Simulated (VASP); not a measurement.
# TlOs (L11 type) (R-3m) in VASP: single point with PBE

Aim: the single point of TlOs (L11 type) with PBE.

Everything below comes from runs of VASP 6.6.1. Logs are shortened: lines on timing, memory, paths and dates and some standing lists are left out, and cuts for length are marked.

### Step 1. The cell of the first run

Symmetry: R-3m, No. 166, trigonal system. Conventional cell: a = 3.075 Å, b = 3.075 Å, c = 13.175 Å, α = 90.00°, β = 90.00°, γ = 120.00°. Within 3.7 Å of Os (site symmetry -3m) lie 6 Tl at 2.82 Å and 6 Os at 3.07 Å. Within 3.7 Å of Tl (site symmetry -3m) lie 6 Os at 2.82 Å and 6 Tl at 3.07 Å.

### Step 2. Single point, PBE

INCAR reads:

```
SYSTEM = TlOs
PREC = Accurate ; ENCUT = 520
EDIFF = 1E-7 ; ISMEAR = -1
SIGMA = 0.05 ; LREAL = .False.
LASPH = .True. ; NELM = 100
ALGO = Normal ; ISIF = 2
LWAVE = .False. ; LCHARG = .False.
GGA = PE ; NBANDS = 18
```

KPOINTS reads:

```
Automatic mesh
0
Gamma
  12 12 12
  0 0 0
```

POSCAR reads:

```
TlOs
1.0
    1.5374127670     -0.8876256748      4.3915178759
    0.0000000000      1.7752513497      4.3915178759
   -1.5374127670     -0.8876256748      4.3915178759
Os Tl
1 1
Direct
    0.0000000000      0.0000000000      0.0000000000
    0.5000000000      0.5000000000      0.5000000000
```

Potentials or basis: VASP PAW PBE potentials, release 64 (Os, Tl_d).

On the command line:

```console
$ cat potpaw_PBE.64/Os/POTCAR potpaw_PBE.64/Tl_d/POTCAR > POTCAR
$ mpirun -np 1 vasp_std > vasp.out
```

OUTCAR:

```text
SYSTEM = TlOs
   PREC = Accurate
   ENCUT = 520
   EDIFF = 1E-7
   ISMEAR = -1
   LREAL = .False.
   LASPH = .True.
   NELM = 100
   ISIF = 2
   GGA = PE

 ion  position               nearest neighbor table
   1  0.000  0.000  0.000-   2 2.82   2 2.82   2 2.82   2 2.82   2 2.82   2 2.82
   2  0.500  0.500  0.500-   1 2.82   1 2.82   1 2.82   1 2.82   1 2.82   1 2.82

  LATTYP: Found a trigonal (rhomboedric) cell.
 ALAT       =     4.7367654163
 COS(alpha) =     0.7893084066

  Lattice vectors:

 A1 = (   1.5374127670,  -0.8876256748,   4.3915178759)
 A2 = (   0.0000000000,   1.7752513497,   4.3915178759)
 A3 = (  -1.5374127670,  -0.8876256748,   4.3915178759)

Analysis of symmetry for initial positions (statically):
=====================================================================
 Subroutine PRICEL returns:
 Original cell was already a primitive cell.

 Routine SETGRP: Setting up the symmetry group for a
 trigonal (rhombohedral) supercell.

 Subroutine GETGRP returns: Found 12 space group operations
 (whereof 12 operations were pure point group operations)
 out of a pool of 12 trial point group operations.

The static configuration has the point symmetry D_3d.

Analysis of symmetry for dynamics (positions and initial velocities):
=====================================================================
 Subroutine PRICEL returns:
 Original cell was already a primitive cell.

 Routine SETGRP: Setting up the symmetry group for a
 trigonal (rhombohedral) supercell.

 Subroutine GETGRP returns: Found 12 space group operations
 (whereof 12 operations were pure point group operations)
 out of a pool of 12 trial point group operations.

The dynamic configuration has the point symmetry D_3d.

 Subroutine INISYM returns: Found 12 space group operations
 (whereof 12 operations are pure point group operations),
 and found     1 'primitive' translations

----------------------------------------------------------------------------------------

                                     Primitive cell

  volume of cell :      35.9572

  direct lattice vectors                    reciprocal lattice vectors
     1.537412767 -0.887625675  4.391517876     0.325221704 -0.187766838  0.075903900
     0.000000000  1.775251350  4.391517876     0.000000000  0.375533677  0.075903900
    -1.537412767 -0.887625675  4.391517876    -0.325221704 -0.187766838  0.075903900

  length of vectors
     4.736765416  4.736765416  4.736765416     0.383127843  0.383127844  0.383127843

  position of ions in fractional coordinates (direct lattice)
     0.000000000  0.000000000  0.000000000
     0.500000000  0.500000000  0.500000000

  ion indices of the primitive-cell ions
   primitive index   ion index
                 1           1
                 2           2

----------------------------------------------------------------------------------------

 KPOINTS: Automatic mesh

Automatic generation of k-mesh.
 Grid dimensions read from file:
 generate k-points for:   12   12   12

 Generating k-lattice:

  Cartesian coordinates                     Fractional coordinates (reciprocal lattice)
     0.027101809 -0.015647237  0.006325325     0.083333333  0.000000000  0.000000000
     0.000000000  0.031294473  0.006325325     0.000000000  0.083333333  0.000000000
    -0.027101809 -0.015647237  0.006325325     0.000000000  0.000000000  0.083333333

  Length of vectors
     0.031927320  0.031927320  0.031927320

  Shift w.r.t. Gamma in fractional coordinates (k-lattice)
     0.000000000  0.000000000  0.000000000

 Subroutine IBZKPT returns following result:
 ===========================================

 Found    189 irreducible k-points:

 Following reciprocal coordinates:
            Coordinates               Weight
  0.000000  0.000000  0.000000      1.000000
  0.083333 -0.000000  0.000000      6.000000
  0.166667  0.000000 -0.000000      6.000000
  0.250000 -0.000000 -0.000000      6.000000
  0.333333  0.000000 -0.000000      6.000000
  0.416667  0.000000  0.000000      6.000000
[... 16 lines left out ...]
  0.500000  0.166667  0.000000     12.000000
 -0.416667  0.166667  0.000000     12.000000
 [... further k-points ...]
   k-points           NKPTS =    189   k-points in BZ     NKDIM =    189   number of bands    NBANDS=     18
   number of dos      NEDOS =    301   number of ions     NIONS =      2
   total plane-waves  NPLWV =  46656
   dimension x,y,z NGX =    36 NGY =   36 NGZ =   36
   dimension x,y,z NGXF=    72 NGYF=   72 NGZF=   72
   ions per type =               1   1
   NGX,Y,Z   is equivalent  to a cutoff of  12.63, 12.63, 12.63 a.u.
   NGXF,Y,Z  is equivalent  to a cutoff of  25.27, 25.27, 25.27 a.u.
 SYSTEM =  TlOs
   PREC   = accura    normal or accurate (medium, high low for compatibility)
   ISTART =      0    job   : 0-new  1-cont  2-samecut
   ICHARG =      2    charge: 1-file 2-atom 10-const
   ISPIN  =      1    spin polarized calculation?
   LNONCOLLINEAR =      F non collinear calculations
   LSORBIT =      F    spin-orbit coupling
   LASPH  =      T    aspherical Exc in radial PAW
   ENCUT  =  520.0 eV  38.22 Ry    6.18 a.u.   8.81  8.81  8.81*2*pi/ulx,y,z
   NELM   =    100;   NELMIN=  2; NELMDL= -5     # of ELM steps
   EDIFF  = 0.1E-06   stopping-criterion for ELM
   LREAL  =      F    real-space projection
   EDIFFG = 0.1E-05   stopping-criterion for IOM
   NSW    =      0    number of steps for IOM
   IBRION =     -1    ionic relax: 0-MD 1-quasi-New 2-CG
   NFREE  =      0    steps in history (QN), initial steepest desc. (CG)
   ISIF   =      2    stress and relaxation
   ISYM   =      2    0-nonsym 1-usesym 2-fastsym
   POTIM  = 0.5000    time-step for ionic-motion
   TEBEG  =    0.0;   TEEND  =   0.0 temperature during run
   PSTRESS=    0.0 pullay stress
   NELECT =      21.0000    total number of electrons
   NUPDOWN=      -1.0000    fix difference up-down
   EMIN   =  10.00;   EMAX   =-10.00  energy-range for DOS
   EFERMI =   0.00;   METHOD = LEGACY
   ISMEAR =    -1;   SIGMA  =   0.05  broadening in eV -4-tet -1-fermi 0-gaus
   EFERMI_NEDOS =   21; number of points for ismear=-14 and -15
   IALGO  =     38    algorithm
   IMIX   =      4    mixing-type and parameters
     AMIX     =   0.40;   BMIX     =  1.00
     AMIX_MAG =   1.60;   BMIX_MAG =  1.00
  volume/ion in A,a.u.               =      17.98       121.33
  Fermi-wavevector in a.u.,A,eV,Ry     =   1.368419  2.585937 25.477879  1.872571
  Thomas-Fermi vector in A             =   2.494385
   LORBIT       =      0    0 simple, 1 ext, 2 COOP (PROOUT), +10 PAW based schemes
   GGA     = PE    functional components
[... 5 lines left out ...]
 non-spin polarized calculation
  energy-cutoff  :      520.00
  volume of cell :       35.96
 maximum number of plane-waves:       984
   NGX = 17   NGY = 17   NGZ = 17

 number of electron      20.9999998 magnetization

 Free energy of the ion-electron system (eV)
  ---------------------------------------------------
  ext. energy  EPLUGINS =         0.00000000
  ---------------------------------------------------
  free energy    TOTEN  =       -11.09494437 eV

  energy without entropy =      -11.07872493  energy(sigma->0) =      -11.08683465

 E-fermi :   9.2581     XC(G=0): -12.6462

 val. band max:        9.2564993263   @ k =   0.3333   0.2500   0.2500
 cond. band min:       9.2595110400   @ k =  -0.3333   0.5000   0.3333
 fundamental gap:      0.0030117137
 Fermi energy:         9.2580543457

 k-point     1 :       0.0000    0.0000    0.0000
  band No.  band energies     occupation
      1      -3.4667      2.00000
      2      -2.9772      2.00000
      3      -2.9772      2.00000
      4      -2.3581      2.00000
      5      -2.3392      2.00000
      6      -2.3392      2.00000
[... 10 lines left out ...]
     17      21.6957      0.00000
     18      24.9887      0.00000

 k-point     2 :       0.0833   -0.0000    0.0000
  band No.  band energies     occupation
      1      -3.3736      2.00000
      2      -2.9972      2.00000
      3      -2.9121      2.00000
      4      -2.3891      2.00000
      5      -2.3440      2.00000
      6      -2.2124      2.00000
[... 10 lines left out ...]
     17      21.9166      0.00000
     18      24.2343      0.00000

 k-point     3 :       0.1667    0.0000   -0.0000
  band No.  band energies     occupation
      1      -3.2503      2.00000
      2      -2.9616      2.00000
      3      -2.7308      2.00000
      4      -2.5210      2.00000
      5      -2.3559      2.00000
      6      -1.7248      2.00000
[... 10 lines left out ...]
     17      22.1736      0.00000
     18      23.1591      0.00000

 k-point     4 :       0.2500   -0.0000   -0.0000
  band No.  band energies     occupation
      1      -3.3258      2.00000
      2      -2.7411      2.00000
      3      -2.6917      2.00000
      4      -2.4861      2.00000
      5      -2.3570      2.00000
      6      -0.8226      2.00000
[... 10 lines left out ...]
     17      21.2108      0.00000
     18      23.8298      0.00000

 k-point     5 :       0.3333    0.0000   -0.0000
  band No.  band energies     occupation
      1      -3.4459      2.00000
      2      -2.8525      2.00000
      3      -2.5218      2.00000
      4      -2.4142      2.00000
      5      -2.1688      2.00000
      6       0.4769      2.00000
[... 10 lines left out ...]
     17      21.0869      0.00000
     18      22.6182      0.00000

 k-point     6 :       0.4167    0.0000    0.0000
  band No.  band energies     occupation
      1      -3.5366      2.00000
      2      -2.9645      2.00000
      3      -2.4231      2.00000
      4      -2.3731      2.00000
      5      -1.9575      2.00000
      6       2.0812      2.00000
[... 307 lines left out ...]
 k-point    21 :       0.3333    0.1667    0.0000
  band No.  band energies     occupation
      1      -3.1387      2.00000
      2      -2.9121      2.00000
      3      -2.7826      2.00000
      4      -2.4935      2.00000
      5      -2.3394      2.00000
      6      -0.0558      2.00000
[... 10 lines left out ...]
     17      21.8721      0.00000
     18      24.3346      0.00000

 k-point    22 :       0.4167    0.1667    0.0000
  band No.  band energies     occupation
      1      -3.1890      2.00000
      2      -2.8914      2.00000
      3      -2.7070      2.00000
      4      -2.5316      2.00000
      5      -2.2312      2.00000
      6       1.2283      2.00000
[... 10 lines left out ...]
     17      20.2783      0.00000
     18      23.6348      0.00000

 k-point    23 :       0.5000    0.1667    0.0000
  band No.  band energies     occupation
      1      -3.2538      2.00000
      2      -2.9571      2.00000
      3      -2.5955      2.00000
      4      -2.4706      2.00000
      5      -2.1766      2.00000
      6       2.7265      2.00000
[... 10 lines left out ...]
     17      19.7716      0.00000
     18      22.1782      0.00000

 k-point    24 :      -0.4167    0.1667    0.0000
  band No.  band energies     occupation
      1      -3.2811      2.00000
      2      -2.9703      2.00000
      3      -2.6173      2.00000
      4      -2.3690      2.00000
      5      -2.1806      2.00000
      6       4.0950      2.00000
[... 10 lines left out ...]
     17      19.4711      0.00000
     18      22.3578      0.00000

 [... further k-points ...]
[... 5 lines left out ...]
  --------------------------------------------------------------------------------------
  -------------------------------------------------------------------------------------
  Total        0.8674627      0.8674627      1.2329880      0.0000000      0.0000000     -0.0000000
  in kB       38.6522813     38.6522813     54.9393087      0.0000000      0.0000000     -0.0000000
  external PRESSURE =      44.0812904 kB  Pullay stress =       0.0000000 kB

 VOLUME and BASIS-vectors are now :
 -----------------------------------------------------------------------------
  energy-cutoff  :      520.00
  volume of cell :       35.96
      direct lattice vectors                 reciprocal lattice vectors
     1.537412767 -0.887625675  4.391517876     0.325221704 -0.187766838  0.075903900
     0.000000000  1.775251350  4.391517876     0.000000000  0.375533677  0.075903900
    -1.537412767 -0.887625675  4.391517876    -0.325221704 -0.187766838  0.075903900

 POSITION                                       TOTAL-FORCE (eV/Angst)
 -----------------------------------------------------------------------------------
      0.00000      0.00000      0.00000         0.000000      0.000000     -0.000000
      0.00000      0.00000      6.58728         0.000000     -0.000000      0.000000
 -----------------------------------------------------------------------------------
    total drift:                               -0.000000     -0.000000      0.000000

  FREE ENERGIE OF THE ION-ELECTRON SYSTEM (eV)
  ---------------------------------------------------
  free  energy   TOTEN  =       -11.0949443707 eV

  energy  without entropy=      -11.0787249306  energy(sigma->0) =      -11.08683465
```

It took 2.6 min on 1 thread of Intel Xeon Platinum 8375C at 2.90GHz (Ice Lake), shared host; peak memory 0.3 GiB.

Results:

- Free energy: -11.0949 eV
- Pressure: 4.4 GPa
- Band gap on the k mesh: zero (an odd number of electrons rules out a gap without spin polarisation)

Levels at points of the mesh, in eV from the Fermi level:
| k point | band 7 | band 8 | band 9 | band 10 | band 11 | band 12 | band 13 | band 14 |
| --- | --- | --- | --- | --- | --- | --- | --- | --- |
| (0.00, 0.00, 0.00) | -4.04 | -1.56 | -1.56 | -1.54 | 0.11 | 0.11 | 4.00 | 10.98 |
| (0.50, 0.00, 0.00) | -4.92 | -4.45 | -2.92 | -1.33 | 1.22 | 2.56 | 3.76 | 5.82 |
| (0.50, 0.50, 0.00) | -3.61 | -3.40 | -0.72 | -0.35 | -0.25 | 1.25 | 2.34 | 5.24 |
| (0.50, 0.50, 0.50) | -7.55 | -2.68 | -1.86 | -1.86 | -0.33 | -0.33 | 11.34 | 11.42 |

Caveat: the cell stands under pressure; spin-orbit coupling is left out, which moves the levels of the heavy elements.
